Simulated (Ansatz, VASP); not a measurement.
**SiC3: VASP beside Ansatz**

File INCAR:

```
SYSTEM = SiC3
PREC = Accurate
ENCUT = 600
EDIFF = 1E-6
ISMEAR = 0
SIGMA = 0.1
LREAL = .False.
LASPH = .True.
NELM = 200
ALGO = Normal
ISIF = 2
LWAVE = .False.
LCHARG = .False.
ISPIN = 2
MAGMOM = 0 1 1 1
LORBIT = 11
GGA = PE
NBANDS = 20
GGA_COMPAT = .False.
```

The input KPOINTS:

```
regular mesh
0
Gamma
  6 6 2
  0 0 0
```

File POSCAR:

```
SiC3
1.0
    2.6667169800      0.0000000000      0.0000000000
    0.0000000000      2.6667169800      0.0000000000
    0.0000000000      0.0000000000      7.5426146400
Si C
1 3
Direct
    0.0000000000      0.0000000000      0.5000000000
    0.0000000000      0.0000000000      0.0000000000
    0.5000000000      0.5000000000      0.7500000000
    0.5000000000      0.5000000000      0.2500000000
```

Input for Ansatz:

```yaml
crystal:
  lattice:
    - [2.66671698, 0.0, 0.0]
    - [0.0, 2.66671698, 0.0]
    - [0.0, 0.0, 7.54261464]
  atoms:
    - { symbol: Si, position: [0.0, 0.0, 0.5] }
    - { symbol: C, position: [0.0, 0.0, 0.0], spin: 1.0 }
    - { symbol: C, position: [0.5, 0.5, 0.75], spin: 1.0 }
    - { symbol: C, position: [0.5, 0.5, 0.25], spin: 1.0 }
basis:
  ecutwfc: 420
kpoints:
  mp_grid: { grid: [6, 6, 2] }
hamiltonian:
  xc: pbe
scf:
  occupations: { method: gaussian, width: 0.1 }
  lower_state_search: "off"
output:
  forces: true
  stress: true
  eigenvalues: true
  populations: true
magnetization:
  spin_polarized: true
```

Alike in both runs: task single point; functional PBE; k mesh 6 × 6 × 2; occupations gaussian, width 0.1 eV; collinear spin.

|  | VASP | Ansatz |
| --- | --- | --- |
| version | VASP 6.6.1 | Ansatz 0.2.0 |
| potentials or method | VASP PAW PBE potentials, release 64 (Si, C), cutoff 600 eV | scalar-relativistic, plane waves, PAW |
| valence electrons in the cell | 16 | 16 |

```tsv
	VASP	Ansatz	Ansatz less VASP
gap on the k mesh at the Fermi level (eV)	none	none	-
pressure (GPa)	-24.2	-24.2	+0.01
traceless stress, the component that is largest in VASP (GPa)	-1.86	-1.86	-0.003
rms of the force components (eV/Å)	0.015	0.016	+0.0003
net moment per atom (μB)	0.00	0.00	0.000
```

Atom by atom the forces differ by 0.000 eV/Å (rms over components). A gap of «none» marks a metal or a gap that the smearing closes. Ansatz's warnings: seeded moment not kept.

The k mesh is coarse, so the values compare programs but aren't converged.
